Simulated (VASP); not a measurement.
# B (P6_3/mmc) in VASP: notebook

Runs on B. Level: RPBE. Tasks: single point, relaxation of cell and atoms.

All numbers are computed with VASP 6.6.1; they aren't measurements. Logs are shortened: lines on timing, memory, paths and dates and some standing lists are left out, and cuts for length are marked.

### 1 The cell of the first run

Symmetry: P6_3/mmc, No. 194, hexagonal system. Conventional cell: a = 1.791 Å, b = 1.791 Å, c = 11.067 Å, α = 90.00°, β = 90.00°, γ = 120.00°. B (site symmetry -6m2) has 6 B at 1.79 Å within 2.4 Å.

### 2 Single point, RPBE (volume scaled by 1.12)

Input file INCAR:

```
  ALGO = Normal
  EDIFF = 1E-7
  ENCUT = 520
  GGA = RP
  ISIF = 2
  ISMEAR = -1
  LASPH = T
  LCHARG = F
  LREAL = F
  LWAVE = F
  NBANDS = 10
  NELM = 100
  PREC = Accurate
  SIGMA = 0.1
```

Input file KPOINTS:

```
k-points
0
Gamma
  23 23 4
```

Input file POSCAR:

```
B
1.0
    1.7908264558      0.0000000000      0.0000000000
   -0.8954132279      1.5509012045      0.0000000000
    0.0000000000      0.0000000000     11.0668246431
B
2
Direct
    0.3333333333      0.6666666667      0.2500000000
    0.6666666667      0.3333333333      0.7500000000
```

Potentials or basis: VASP PAW PBE potentials, release 64 (B).

The run is started by

```console
$ cat potpaw_PBE.64/B/POTCAR > POTCAR
$ mpirun -np 1 vasp_std > vasp.out
```

OUTCAR:

```text
EDIFF = 1E-7
   ENCUT = 520
   GGA = RP
   ISIF = 2
   ISMEAR = -1
   LASPH = T
   LREAL = F
   NELM = 100
   PREC = Accurate

 ion  position               nearest neighbor table
   1  0.333  0.667  0.250-
   2  0.667  0.333  0.750-

  LATTYP: Found a hexagonal cell.
 ALAT       =     1.7908264558
 C/A-ratio  =     6.1797303738

  Lattice vectors:

 A1 = (   1.7908264558,   0.0000000000,   0.0000000000)
 A2 = (  -0.8954132279,   1.5509012045,   0.0000000000)
 A3 = (   0.0000000000,   0.0000000000,  11.0668246431)

Analysis of symmetry for initial positions (statically):
=====================================================================
 Subroutine PRICEL returns:
 Original cell was already a primitive cell.

 Routine SETGRP: Setting up the symmetry group for a
 hexagonal supercell.

 Subroutine GETGRP returns: Found 24 space group operations
 (whereof 12 operations were pure point group operations)
 out of a pool of 24 trial point group operations.

The static configuration has the point symmetry D_3d.
 The point group associated with its full space group is D_6h.

Analysis of symmetry for dynamics (positions and initial velocities):
=====================================================================
 Subroutine PRICEL returns:
 Original cell was already a primitive cell.

 Routine SETGRP: Setting up the symmetry group for a
 hexagonal supercell.

 Subroutine GETGRP returns: Found 24 space group operations
 (whereof 12 operations were pure point group operations)
 out of a pool of 24 trial point group operations.

The dynamic configuration has the point symmetry D_3d.
 The point group associated with its full space group is D_6h.

 Subroutine INISYM returns: Found 24 space group operations
 (whereof 12 operations are pure point group operations),
 and found     1 'primitive' translations

----------------------------------------------------------------------------------------

                                     Primitive cell

  volume of cell :      30.7369

  direct lattice vectors                    reciprocal lattice vectors
     1.790826456  0.000000000  0.000000000     0.558401400  0.322393199  0.000000000
    -0.895413228  1.550901204  0.000000000     0.000000000  0.644786397  0.000000000
     0.000000000  0.000000000 11.066824643     0.000000000  0.000000000  0.090360156

  length of vectors
     1.790826456  1.790826456 11.066824643     0.644786397  0.644786397  0.090360156

  position of ions in fractional coordinates (direct lattice)
     0.333333333  0.666666667  0.250000000
     0.666666667  0.333333333  0.750000000

  ion indices of the primitive-cell ions
   primitive index   ion index
                 1           1
                 2           2

----------------------------------------------------------------------------------------

 KPOINTS: k-points

Automatic generation of k-mesh.
 Grid dimensions read from file:
 generate k-points for:   23   23    4

 Generating k-lattice:

  Cartesian coordinates                     Fractional coordinates (reciprocal lattice)
     0.024278322  0.014017096  0.000000000     0.043478261  0.000000000  0.000000000
     0.000000000  0.028034191  0.000000000     0.000000000  0.043478261  0.000000000
     0.000000000  0.000000000  0.022590039     0.000000000  0.000000000  0.250000000

  Length of vectors
     0.028034191  0.028034191  0.022590039

  Shift w.r.t. Gamma in fractional coordinates (k-lattice)
     0.000000000  0.000000000  0.000000000

 Subroutine IBZKPT returns following result:
 ===========================================

 Found    168 irreducible k-points:

 Following reciprocal coordinates:
            Coordinates               Weight
  0.000000  0.000000  0.000000      1.000000
  0.043478  0.000000  0.000000      6.000000
  0.086957  0.000000  0.000000      6.000000
  0.130435  0.000000  0.000000      6.000000
  0.173913  0.000000  0.000000      6.000000
  0.217391  0.000000  0.000000      6.000000
[... 16 lines left out ...]
  0.478261  0.043478  0.000000      6.000000
  0.086957  0.086957  0.000000      6.000000
 [... further k-points ...]
   k-points           NKPTS =    168   k-points in BZ     NKDIM =    168   number of bands    NBANDS=     10
   number of dos      NEDOS =    301   number of ions     NIONS =      2
   total plane-waves  NPLWV =  16464
   dimension x,y,z NGX =    14 NGY =   14 NGZ =   84
   dimension x,y,z NGXF=    28 NGYF=   28 NGZF=  168
   ions per type =               2
   NGX,Y,Z   is equivalent  to a cutoff of  13.00, 13.00, 12.62 a.u.
   NGXF,Y,Z  is equivalent  to a cutoff of  25.99, 25.99, 25.24 a.u.
 SYSTEM =  unknown system
   PREC   = accura    normal or accurate (medium, high low for compatibility)
   ISTART =      0    job   : 0-new  1-cont  2-samecut
   ICHARG =      2    charge: 1-file 2-atom 10-const
   ISPIN  =      1    spin polarized calculation?
   LNONCOLLINEAR =      F non collinear calculations
   LSORBIT =      F    spin-orbit coupling
   LASPH  =      T    aspherical Exc in radial PAW
   ENCUT  =  520.0 eV  38.22 Ry    6.18 a.u.   3.33  3.33 20.58*2*pi/ulx,y,z
   NELM   =    100;   NELMIN=  2; NELMDL= -5     # of ELM steps
   EDIFF  = 0.1E-06   stopping-criterion for ELM
   LREAL  =      F    real-space projection
   EDIFFG = 0.1E-05   stopping-criterion for IOM
   NSW    =      0    number of steps for IOM
   IBRION =     -1    ionic relax: 0-MD 1-quasi-New 2-CG
   NFREE  =      0    steps in history (QN), initial steepest desc. (CG)
   ISIF   =      2    stress and relaxation
   ISYM   =      2    0-nonsym 1-usesym 2-fastsym
   POTIM  = 0.5000    time-step for ionic-motion
   TEBEG  =    0.0;   TEEND  =   0.0 temperature during run
   PSTRESS=    0.0 pullay stress
   NELECT =       6.0000    total number of electrons
   NUPDOWN=      -1.0000    fix difference up-down
   EMIN   =  10.00;   EMAX   =-10.00  energy-range for DOS
   EFERMI =   0.00;   METHOD = LEGACY
   ISMEAR =    -1;   SIGMA  =   0.10  broadening in eV -4-tet -1-fermi 0-gaus
   EFERMI_NEDOS =   21; number of points for ismear=-14 and -15
   IALGO  =     38    algorithm
   IMIX   =      4    mixing-type and parameters
     AMIX     =   0.40;   BMIX     =  1.00
     AMIX_MAG =   1.60;   BMIX_MAG =  1.00
  volume/ion in A,a.u.               =      15.37       103.71
  Fermi-wavevector in a.u.,A,eV,Ry     =   0.949668  1.794612 12.270671  0.901869
  Thomas-Fermi vector in A             =   2.077972
   LORBIT       =      0    0 simple, 1 ext, 2 COOP (PROOUT), +10 PAW based schemes
   GGA     = RP    functional components
   LHFCALC =     F    Hartree Fock is set to
   AEXX    =    0.0000 exact exchange contribution
   IVDW    =     0    specifies the selected vdW correction
   LEPSILON=     F    determine dielectric tensor
   LRPA    =     F    only Hartree local field effects (RPA)
 non-spin polarized calculation
  energy-cutoff  :      520.00
  volume of cell :       30.74
 maximum number of plane-waves:       851
 NGX is ok and might be reduce to    14
   NGX =  7   NGY =  7   NGZ = 41

 number of electron       6.0000000 magnetization

 Free energy of the ion-electron system (eV)
  ---------------------------------------------------
  ext. energy  EPLUGINS =         0.00000000
  ---------------------------------------------------
  free energy    TOTEN  =       -11.29109146 eV

  energy without entropy =      -11.26167966  energy(sigma->0) =      -11.27638556

 E-fermi :   1.7969     XC(G=0):  -7.2239

 val. band max:        1.6993257965   @ k =   0.2174   0.1739   0.0000
 cond. band min:       1.8067338455   @ k =   0.2609   0.1304   0.0000
 fundamental gap:      0.1074080490
 Fermi energy:         1.7968982496

 k-point     1 :       0.0000    0.0000    0.0000
  band No.  band energies     occupation
      1     -14.3464      2.00000
      2     -14.3406      2.00000
      3      -5.1279      2.00000
      4      -5.0068      2.00000
      5       3.8797      0.00000
      6       6.0011      0.00000
      7       7.3833      0.00000
      8      12.3220      0.00000
      9      15.2096      0.00000
     10      22.1023      0.00000

 k-point     2 :       0.0435    0.0000    0.0000
  band No.  band energies     occupation
      1     -14.2642      2.00000
      2     -14.2584      2.00000
      3      -5.0150      2.00000
      4      -4.8942      2.00000
      5       3.9900      0.00000
      6       6.1169      0.00000
      7       7.4809      0.00000
      8      12.4333      0.00000
      9      15.2778      0.00000
     10      22.2068      0.00000

 k-point     3 :       0.0870    0.0000    0.0000
  band No.  band energies     occupation
      1     -14.0178      2.00000
      2     -14.0122      2.00000
      3      -4.6767      2.00000
      4      -4.5566      2.00000
      5       4.3203      0.00000
      6       6.4639      0.00000
      7       7.7710      0.00000
      8      12.7661      0.00000
      9      15.4625      0.00000
     10      21.7896      0.00000

 k-point     4 :       0.1304    0.0000    0.0000
  band No.  band energies     occupation
      1     -13.6084      2.00000
      2     -13.6032      2.00000
      3      -4.1140      2.00000
      4      -3.9951      2.00000
      5       4.8679      0.00000
      6       7.0415      0.00000
      7       8.2435      0.00000
      8      13.3176      0.00000
      9      15.6680      0.00000
     10      20.0954      0.00000
[... 222 lines left out ...]
 k-point    22 :       0.4348    0.0435    0.0000
  band No.  band energies     occupation
      1      -6.5875      2.00000
      2      -6.5867      2.00000
      3       2.6535      0.00038
      4       2.6588      0.00036
      5       6.1569      0.00000
      6       6.2088      0.00000
      7      14.4715      0.00000
      8      14.7399      0.00000
      9      15.3589      0.00000
     10      15.4285      0.00000

 k-point    23 :       0.4783    0.0435    0.0000
  band No.  band energies     occupation
      1      -6.1983      2.00000
      2      -6.1979      2.00000
      3       2.1053      0.08757
      4       2.1092      0.08432
      5       6.9153      0.00000
      6       6.9347      0.00000
      7      13.6987      0.00000
      8      13.8681      0.00000
      9      15.3477      0.00000
     10      15.3559      0.00000

 k-point    24 :       0.0870    0.0870    0.0000
  band No.  band energies     occupation
      1     -13.3631      2.00000
      2     -13.3581      2.00000
      3      -3.7771      2.00000
      4      -3.6591      2.00000
      5       5.1955      0.00000
      6       7.3876      0.00000
      7       8.5237      0.00000
      8      13.6465      0.00000
      9      15.7812      0.00000
     10      19.9190      0.00000

 [... further k-points ...]
[... 5 lines left out ...]
  --------------------------------------------------------------------------------------
  -------------------------------------------------------------------------------------
  Total       -3.3013225     -3.3013225     -0.0153790      0.0000000      0.0000000      0.0000000
  in kB     -172.0829593   -172.0829593     -0.8016399      0.0000000      0.0000000      0.0000000
  external PRESSURE =    -114.9891862 kB  Pullay stress =       0.0000000 kB

 VOLUME and BASIS-vectors are now :
 -----------------------------------------------------------------------------
  energy-cutoff  :      520.00
  volume of cell :       30.74
      direct lattice vectors                 reciprocal lattice vectors
     1.790826456  0.000000000  0.000000000     0.558401400  0.322393199  0.000000000
    -0.895413228  1.550901204  0.000000000     0.000000000  0.644786397  0.000000000
     0.000000000  0.000000000 11.066824643     0.000000000  0.000000000  0.090360156

 POSITION                                       TOTAL-FORCE (eV/Angst)
 -----------------------------------------------------------------------------------
     -0.00000      1.03393      2.76671        -0.000000      0.000000      0.000000
      0.89541      0.51697      8.30012         0.000000     -0.000000      0.000000
 -----------------------------------------------------------------------------------
    total drift:                               -0.000000     -0.000000     -0.000000

  FREE ENERGIE OF THE ION-ELECTRON SYSTEM (eV)
  ---------------------------------------------------
  free  energy   TOTEN  =       -11.2910914578 eV

  energy  without entropy=      -11.2616796641  energy(sigma->0) =      -11.27638556
```

Run time: 59 s. Hardware: 1 thread of Intel Xeon Platinum 8259CL at 2.50GHz (Skylake/Cascade Lake), shared host; peak memory 0.16 GiB.

What came out:

* Free energy: -11.2911 eV
* Pressure: -11.5 GPa
* Band gap on the k mesh: zero (band 3 reaches 4.87 eV, above the bottom of band 4 at -5.07 eV)

Caveat: the cell differs from its parent crystal (volume scaled by 1.12); the PAW data sets were made with another functional, which shifts forces and pressure a little.

### 3 Relaxation of cell and atoms, RPBE

This run uses another cell than the first one, of 6.55 Å³/atom, 0.426 times its volume.

Input file INCAR:

```
SYSTEM = B
  PREC = Accurate
  ENCUT = 600
  EDIFF = 1E-6
  ISMEAR = -1
  SIGMA = 0.1
  LREAL = .FALSE.
  LASPH = .TRUE.
  NELM = 80
  ALGO = Normal
  ISIF = 3
  LWAVE = .FALSE.
  LCHARG = .FALSE.
  GGA = RP
  IBRION = 2
  NSW = 80
  EDIFFG = -0.01
```

Input file KPOINTS:

```
regular mesh
0
G
  17 17 9
  0 0 0
```

Input file POSCAR:

```
B
1.0
    2.1005919712      0.0000000000      0.0000000000
   -1.0502959856      1.8191660100      0.0000000000
    0.0000000000      0.0000000000      3.4302666889
B
2
Direct
    0.3333333333      0.6666666667      0.2500000000
    0.6666666667      0.3333333333      0.7500000000
```

Potentials or basis: VASP PAW PBE potentials, release 64 (B).

The run is started by

```console
$ cat potpaw_PBE.64/B/POTCAR > POTCAR
$ mpirun -np 1 vasp_std > vasp.out
```

OUTCAR:

```text
SYSTEM = B
   PREC = Accurate
   ENCUT = 600
   EDIFF = 1E-6
   ISMEAR = -1
   LREAL = .FALSE.
   LASPH = .TRUE.
   NELM = 80
   ISIF = 3
   GGA = RP
   IBRION = 2
   NSW = 80
   EDIFFG = -0.01

 ion  position               nearest neighbor table
   1  0.333  0.667  0.250-   2 2.10   2 2.10   2 2.10   2 2.10   2 2.10   2 2.10
   2  0.667  0.333  0.750-   1 2.10   1 2.10   1 2.10   1 2.10   1 2.10   1 2.10

  LATTYP: Found a hexagonal cell.
 ALAT       =     2.1005919712
 C/A-ratio  =     1.6330000000

  Lattice vectors:

 A1 = (   2.1005919712,   0.0000000000,   0.0000000000)
 A2 = (  -1.0502959856,   1.8191660100,   0.0000000000)
 A3 = (   0.0000000000,   0.0000000000,   3.4302666889)

Analysis of symmetry for initial positions (statically):
=====================================================================
 Subroutine PRICEL returns:
 Original cell was already a primitive cell.

 Routine SETGRP: Setting up the symmetry group for a
 hexagonal supercell.

 Subroutine GETGRP returns: Found 24 space group operations
 (whereof 12 operations were pure point group operations)
 out of a pool of 24 trial point group operations.

The static configuration has the point symmetry D_3d.
 The point group associated with its full space group is D_6h.

Analysis of symmetry for dynamics (positions and initial velocities):
=====================================================================
[... 267 lines left out ...]

 val. band max:       10.1119127167   @ k =   0.2941   0.1176   0.4444
 cond. band min:      10.1584249674   @ k =   0.2353   0.2353   0.1111
 fundamental gap:      0.0465122507
 Fermi energy:        10.1134847192

 k-point     1 :       0.0000    0.0000    0.0000
  band No.  band energies     occupation
      1      -9.5949      2.00000
      2      -6.9131      2.00000
      3      -2.1185      2.00000
      4       6.0698      2.00000
      5      16.5555      0.00000
      6      33.0416      0.00000
      7      38.8426      0.00000
[... 221 lines left out ...]
 k-point    24 :       0.1765    0.1765    0.0000
  band No.  band energies     occupation
      1      -4.7954      2.00000
      2      -2.8477      2.00000
      3       4.7760      2.00000
      4      12.5698      0.00000
      5      19.5501      0.00000
      6      22.5167      0.00000
      7      22.8605      0.00000

 [... further k-points ...]

[... ionic steps 4 to 28 ...]

--------------------------------------- Ionic step       29  -------------------------------------------

 number of electron       6.0000000 magnetization

------------------------ aborting loop because EDIFF is reached ----------------------------------------
[... 67 lines left out ...]
--------------------------------------- Ionic step       31  -------------------------------------------

 number of electron       6.0000000 magnetization

 Free energy of the ion-electron system (eV)
  ---------------------------------------------------
  ext. energy  EPLUGINS =         0.00000000
  ---------------------------------------------------
  free energy    TOTEN  =       -11.15965301 eV

  energy without entropy =      -11.14364444  energy(sigma->0) =      -11.15164873

 E-fermi :   6.6636     XC(G=0): -10.9956

 val. band max:        6.6067348195   @ k =   0.3529   0.0000   0.4444
 cond. band min:       6.6801444618   @ k =   0.1765   0.1765   0.2222
 fundamental gap:      0.0734096423
 Fermi energy:         6.6635675830

 k-point     1 :       0.0000    0.0000    0.0000
  band No.  band energies     occupation
      1     -10.6738      2.00000
      2      -9.7029      2.00000
      3      -2.5654      2.00000
      4       1.5238      2.00000
      5      10.6098      0.00000
      6      21.1011      0.00000
      7      27.3466      0.00000
[... 259 lines left out ...]
  FREE ENERGIE OF THE ION-ELECTRON SYSTEM (eV)
  ---------------------------------------------------
  free  energy   TOTEN  =       -11.1596530067 eV

  energy  without entropy=      -11.1436444444  energy(sigma->0) =      -11.15164873

 reached required accuracy - stopping structural energy minimisation
```

CONTCAR:

```text
B
   1.00000000000000
     1.7232583744703225   -0.0000000000000001   -0.0000000000000000
    -0.8616291872351616    1.4923855295610251    0.0000000000000001
     0.0000000000000000   -0.0000000000000000    6.2131539278752435
  B
     2
Direct
     0.3333333332999970    0.6666666667000030    0.2500000000000000
     0.6666666667000030    0.3333333332999970    0.7500000000000000

  0.00000000E+00  0.00000000E+00  0.00000000E+00
  0.00000000E+00  0.00000000E+00  0.00000000E+00
```

Run time: 4.9 min. Hardware: 1 thread of Intel Xeon Platinum 8259CL at 2.50GHz (Skylake/Cascade Lake), shared host; peak memory 0.13 GiB.

Results:

| Quantity | Value |
| --- | --- |
| Free energy | -11.1597 eV |
| Relaxed volume | 7.99 Å³/atom |
| Relaxed cell | a = 1.723 Å, b = 1.723 Å, c = 6.213 Å, α = 90.00°, β = 90.00°, γ = 120.00° |
| Space group after relaxing (to 0.05 Å) | P6_3/mmc (No. 194) |
| Energy gained by relaxing | 731.8 meV/atom |
| Ionic steps | 31 |
| Pressure after relaxing | 0.1 GPa |
| Band gap on the k mesh | zero (band 3 reaches 9.27 eV, above the bottom of band 4 at -0.48 eV) |

Stress tensor (GPa, compression positive):
```
 0.16  0.00  0.00
 0.00  0.16  0.00
 0.00  0.00 -0.07
```

Step by step:
```tsv
step	energy change (eV)	largest force (eV/Å)	pressure (GPa)	volume (Å³)
1	0.0000	0.0000	-16.24	13.11
2	-0.0897	0.0000	4.77	11.88
3	-0.0897	0.0000	4.85	11.88
4	-0.1462	0.0000	6.11	11.89
5	-0.3596	0.0000	15.07	11.83
6	-0.4757	0.0000	54.29	11.36
7	-0.4251	0.0000	66.83	11.18
8	-0.2142	0.0000	110.23	10.76
9	-0.3902	0.0000	81.16	11.02
10	-0.3263	0.0000	94.73	10.89
11	-0.3524	0.0000	90.11	10.93
12	-0.3550	0.0000	90.47	10.94
13	-0.3621	0.0000	91.55	10.95
14	-0.3732	0.0000	93.83	10.98
15	-0.3812	0.0000	98.71	11.04
16	-0.3974	0.0000	97.68	11.07
17	-0.4450	0.0000	94.66	11.16
18	-0.5363	0.0000	88.85	11.34
19	-0.7027	0.0000	78.10	11.70
20	-0.9755	0.0000	59.01	12.43
21	-1.3126	0.0000	29.91	13.96
22	-1.4087	0.0000	-4.46	17.29
23	-1.4438	0.0000	4.75	16.12
24	-1.4438	0.0000	6.36	15.94
25	-1.4531	0.0000	4.71	15.94
26	-1.4636	0.0000	0.49	15.92
27	-1.4636	0.0000	0.61	15.92
28	-1.4636	0.0000	0.46	15.93
29	-1.4637	0.0000	0.12	15.97
30	-1.4637	0.0000	0.11	15.97
31	-1.4637	0.0000	0.09	15.98
```

Final structure:
```
B
1.0
     1.72326    0.00000    0.00000
    -0.86163    1.49239    0.00000
     0.00000    0.00000    6.21315
B
2
Direct
  0.33333 0.66667 0.25000
  0.66667 0.33333 0.75000
```

Caveat: the volume moved by over 15 % at a fixed basis, so the end points are rough; the PAW data sets were made with another functional, which shifts forces and pressure a little.

(Part 1 of 2 ends here.)
